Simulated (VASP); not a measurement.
# GaN (R3m) in VASP: a series of runs, part 2 of 2

VASP 6.6.1.

## 4. Dielectric tensor, r2SCAN (epitaxial 111 strain +4.0%)

File INCAR:

```
ALGO = Normal
EDIFF = 1E-8
ENCUT = 520
ISIF = 2
ISMEAR = 0
LASPH = T
LCALCEPS = T
LCHARG = F
LMIXTAU = T
LREAL = F
LWAVE = F
METAGGA = R2SCAN
NELM = 100
PREC = Accurate
SIGMA = 0.01
```

File KPOINTS:

```
k-points
0
Gamma
  8 8 8
```

File POSCAR:

```
GaN
1.0
   -0.0841429794      2.2547676633      2.2547676633
    2.2547676633     -0.0841429794      2.2547676633
    2.2547676633      2.2547676633     -0.0841429794
Ga N
1 1
Direct
   -0.0022964890     -0.0022964890     -0.0022964890
    0.2522964890      0.2522964890      0.2522964890
```

Potentials or basis: VASP PAW PBE potentials, release 64 (Ga_d, N).

Run with:

```console
$ cat potpaw_PBE.64/Ga_d/POTCAR potpaw_PBE.64/N/POTCAR > POTCAR
$ mpirun -np 1 vasp_std > vasp.out
```

OUTCAR:

```text
EDIFF = 1E-8
   ENCUT = 520
   ISIF = 2
   ISMEAR = 0
   LASPH = T
   LREAL = F
   METAGGA = R2SCAN
   NELM = 100
   PREC = Accurate

 ion  position               nearest neighbor table
   1  0.998  0.998  0.998-   2 1.95   2 2.00   2 2.00   2 2.00
   2  0.252  0.252  0.252-   1 1.95   1 2.00   1 2.00   1 2.00

  LATTYP: Found a trigonal (rhomboedric) cell.
 ALAT       =     3.1898329850
 COS(alpha) =     0.4623602495

  Lattice vectors:

 A1 = (  -0.0841429794,   2.2547676633,   2.2547676633)
 A2 = (   2.2547676633,  -0.0841429794,   2.2547676633)
 A3 = (   2.2547676633,   2.2547676633,  -0.0841429794)

Analysis of symmetry for initial positions (statically):
=====================================================================
 Subroutine PRICEL returns:
 Original cell was already a primitive cell.

 Routine SETGRP: Setting up the symmetry group for a
 trigonal (rhombohedral) supercell.

[... 577 lines left out ...]
  y     0.07417    -0.10077     0.07417     0.02619     0.02622    -1.54698
  z     0.07417     0.07417    -0.10077    -1.54698     0.02619     0.02622

 PIEZOELECTRIC TENSOR (including local field effects) (C/m^2)
          XX          YY          ZZ          XY          YZ          ZX
  --------------------------------------------------------------------------------
  x    -0.06669     0.04909     0.04909     0.01735    -1.02380     0.01733
  y     0.04909    -0.06669     0.04909     0.01733     0.01735    -1.02380
  z     0.04909     0.04909    -0.06669    -1.02380     0.01733     0.01735

 BORN EFFECTIVE CHARGES (including local field effects) (in |e|, cummulative output)
 ---------------------------------------------------------------------------------
 ion    1
    1     2.70514    -0.03999    -0.03999
    2    -0.03999     2.70514    -0.03999
    3    -0.03999    -0.03999     2.70514
 ion    2
    1    -2.70514     0.03999     0.03999
    2     0.03999    -2.70514     0.03999
    3     0.03999     0.03999    -2.70514

  FORCE on cell =-STRESS in cart. coord.  units (eV):
  Direction    XX          YY          ZZ          XY          YZ          ZX
  --------------------------------------------------------------------------------------
  -------------------------------------------------------------------------------------
  Total       -1.4564729     -1.4564729     -1.4564729      0.8033349      0.8033349      0.8033349
  in kB      -96.3904380    -96.3904380    -96.3904380     53.1652898     53.1652898     53.1652898
  external PRESSURE =     -96.3904380 kB  Pullay stress =       0.0000000 kB

 VOLUME and BASIS-vectors are now :
 -----------------------------------------------------------------------------
  energy-cutoff  :      520.00
  volume of cell :       24.21
      direct lattice vectors                 reciprocal lattice vectors
    -0.084142979  2.254767663  2.254767663    -0.209710090  0.217839377  0.217839377
     2.254767663 -0.084142979  2.254767663     0.217839377 -0.209710090  0.217839377
     2.254767663  2.254767663 -0.084142979     0.217839377  0.217839377 -0.209710090

 POSITION                                       TOTAL-FORCE (eV/Angst)
 -----------------------------------------------------------------------------------
      4.41523      4.41523      4.41523        -0.011089     -0.011089     -0.011089
      1.11651      1.11651      1.11651         0.011089      0.011089      0.011089
 -----------------------------------------------------------------------------------
    total drift:                               -0.001812     -0.001812     -0.001813

  FREE ENERGIE OF THE ION-ELECTRON SYSTEM (eV)
  ---------------------------------------------------
  free  energy   TOTEN  =       -21.8106400399 eV

  energy  without entropy=      -21.8106400399  energy(sigma->0) =      -21.81064004
```

OSZICAR:

```text
N       E                     dE             d eps       ncg     rms          rms(c)
DAV:   1     0.808415354621E+02    0.80842E+02   -0.99609E+03  1783   0.255E+03
DAV:   2    -0.186652000771E+02   -0.99507E+02   -0.94232E+02  1883   0.374E+02
DAV:   3    -0.265310420392E+02   -0.78658E+01   -0.78154E+01  1930   0.934E+01
[... 13 lines left out ...]
DMP:  14    -0.218106399758E+02   -0.35056E-07   -0.27514E-07  1950   0.289E-07   0.767E-07
DMP:  15    -0.218106400009E+02   -0.25109E-07   -0.18966E-07  1950   0.196E-07   0.535E-07
DMP:  16    -0.218106400189E+02   -0.18054E-07   -0.13585E-07  1950   0.141E-07   0.382E-07
DMP:  17    -0.218106400314E+02   -0.12497E-07   -0.99477E-08  1950   0.103E-07   0.281E-07
DMP:  18    -0.218106400399E+02   -0.84178E-08   -0.73410E-08  1950   0.751E-08   0.209E-07
   1 F= -.21810640E+02 E0= -.21810640E+02  d E =-.993297E-12
```

stdout:

```text
POSCAR found type information on POSCAR GaN
 POSCAR found :  2 types and       2 ions
 scaLAPACK will be used
 -----------------------------------------------------------------------------
[... 111 lines left out ...]
 p_tot=(  0.553E+01  0.553E+01  0.553E+01 )
dp_tot=( -0.196E-03  0.619E-02 -0.196E-03 )  diag[e(oo)]=(    ---    5.62495    ---   )
 p_tot=(  0.553E+01  0.553E+01  0.553E+01 )
dp_tot=( -0.200E-03  0.626E-02 -0.200E-03 )  diag[e(oo)]=(    ---    5.67564    ---   )
 p_tot=(  0.553E+01  0.553E+01  0.553E+01 )
dp_tot=( -0.202E-03  0.630E-02 -0.202E-03 )  diag[e(oo)]=(    ---    5.70755    ---   )
 p_tot=(  0.553E+01  0.553E+01  0.553E+01 )
dp_tot=( -0.202E-03  0.632E-02 -0.202E-03 )  diag[
```

Run time: 14 min. Hardware: 1 thread of Intel Xeon 6975P-C (Granite Rapids), shared host; peak memory 0.32 GiB.

What came out:

```yaml
Band_gap_on_the_k_mesh: 1.49 eV
Electronic_dielectric_tensor_diagonal: 5.79
Born_charges_mean_of_the_diagonal: Ga +2.71; N -2.71 e
```

Electronic dielectric tensor:
```
 5.79 -0.15 -0.15
-0.15  5.79 -0.15
-0.15 -0.15  5.79
```

Born effective charge tensors (e):
atom 1, Ga
```
 2.71 -0.04 -0.04
-0.04  2.71 -0.04
-0.04 -0.04  2.71
```
atom 2, N
```
-2.71  0.04  0.04
 0.04 -2.71  0.04
 0.04  0.04 -2.71
```

Dipole moments of the cell (e·Å, modulo the quantum): ionic 5.450, 5.450, 5.450; electronic 0.075, 0.075, 0.082

Caveat: the cell differs from its parent crystal (epitaxial 111 strain +4.0%); the PAW data sets were made with another functional, which shifts forces and pressure a little.

## 5. Overview

```tsv
cell	gap on the mesh (eV)
a = 3.184 Å, angles 61.2°, 2 atoms	1.82
a = 3.187 Å, angles 61.9°, 2 atoms	1.65
a = 3.190 Å, angles 62.5°, 2 atoms	1.49
```

Alike in all rows: task dielectric tensor; level r2SCAN; potentials or basis VASP PAW PBE potentials, release 64 (Ga_d, N); no spin polarisation; k mesh 8 × 8 × 8; cutoff (eV) 520; smearing gaussian 0.01 eV.

Caveats: the PAW data sets were made with another functional, which shifts forces and pressure a little.

Total energies depend on the potentials used, so only differences within one code and one set of settings carry meaning.
